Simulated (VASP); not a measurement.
Set up this calculation in VASP 6.6.1, as the native input.

```yaml
Task: single point
Functional: PBEsol
Potentials_or_basis: VASP PAW PBE potentials, release 64 (Sr_sv)
Cutoff: 520 eV
k_mesh: 6 × 6 × 8
Occupations: gaussian, width 0.03 eV
Spin: no spin polarisation
Dipole_correction: no
Further_INCAR_settings: ALGO = Fast; EDIFF = 1e-06; NBANDS = 11
```

The structure of Sr lies in POSCAR:

```
Sr
1.0
   11.5992804724      0.0000000000      0.0000000000
   -5.7996402362     10.0452715548      0.0000000000
    0.0000000000      0.0000000000      3.9671393761
Sr
1
Direct
    0.0000000000      0.0000000000      0.0000000000
```

This isn't the form of Sr at room conditions, which is fcc.

This cell differs from its parent crystal: ratio of the length along z to the lengths across it x 0.85, volume and fractional coordinates fixed.

The input as run:

INCAR

```
PREC = Accurate
ENCUT = 520
EDIFF = 1E-6
ISMEAR = 0
SIGMA = 0.03
LREAL = False
LASPH = True
NELM = 80
ALGO = Fast
ISIF = 2
LWAVE = False
LCHARG = False
GGA = PS
NBANDS = 11
```

KPOINTS

```
regular mesh
0
Gamma
  6 6 8
```

Potentials or basis: VASP PAW PBE potentials, release 64 (Sr_sv).

Launch:

```bash
$ cat potpaw_PBE.64/Sr_sv/POTCAR > POTCAR
$ mpirun -np 1 vasp_std > vasp.out
```

It gave:

```yaml
Pressure: 0.1 GPa
Band_gap_on_the_k_mesh: zero (filled and empty bands overlap)
```

Caveat: the PAW data sets were made with another functional, which shifts forces and pressure a little.

It took 3.8 min on 1 thread of Intel(R) Xeon(R) Platinum 8488C (Sapphire Rapids), on a shared host, peak memory 0.62 GiB.
